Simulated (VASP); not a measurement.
A run of VASP 6.6.1 is set up as follows.

Contents of INCAR:

```
SYSTEM = Ti4HO
PREC = Accurate
ENCUT = 520
EDIFF = 1E-6
ISMEAR = 0
SIGMA = 0.1
LREAL = .FALSE.
LASPH = .TRUE.
NELM = 60
ALGO = Normal
ISIF = 2
LWAVE = .FALSE.
LCHARG = .FALSE.
LDIPOL = .TRUE.
IDIPOL = 3
DIPOL = 0.5 0.5 0.507
GGA = PS
NBANDS = 36
```

Contents of KPOINTS:

```
Automatic mesh
0
G
  10 10 1
  0 0 0
```

POSCAR

```
Ti4HO
1.0
    2.8679135953      0.0000000000      0.0000000000
    0.0000000000      2.8679135953      0.0000000000
    0.0000000000      0.0000000000     25.9637634532
Ti O H
4 1 1
Direct
    0.5000000000      0.5000000000      0.3273793499
    0.0000000000      0.0000000000      0.4054851744
    0.4991986797      0.5003186468      0.4852560171
   -0.0065096064      0.0005418791      0.5631314843
    0.0057721101      0.5003594926      0.6189264363
    0.2944647937      0.5001330753      0.6394188472
```

Potentials or basis: VASP PAW PBE potentials, release 64 (Ti_sv, O, H).

Run with:

```bash
$ cat potpaw_PBE.64/Ti_sv/POTCAR potpaw_PBE.64/O/POTCAR potpaw_PBE.64/H/POTCAR > POTCAR
$ mpirun -np 1 vasp_std > vasp.out
```

Problem. Estimate the band gap on the k mesh.

Solution. Zero (an odd number of electrons rules out a gap without spin polarisation).

Problem. What does it give for the largest force?

Solution. 0.701 eV/Å.

Forces in eV/Å, atoms in the order of the input:
```
Ti   0.007  0.000  0.701
Ti  -0.008  0.002 -0.693
Ti  -0.003  0.000 -0.001
Ti  -0.013 -0.004 -0.036
O   -0.088  0.002 -0.047
H    0.103  0.001  0.077
```

Caveat: the PAW data sets were made with another functional, which shifts forces and pressure a little; an odd number of electrons without spin polarisation forces a metal; a magnetic or distorted state may lie lower.
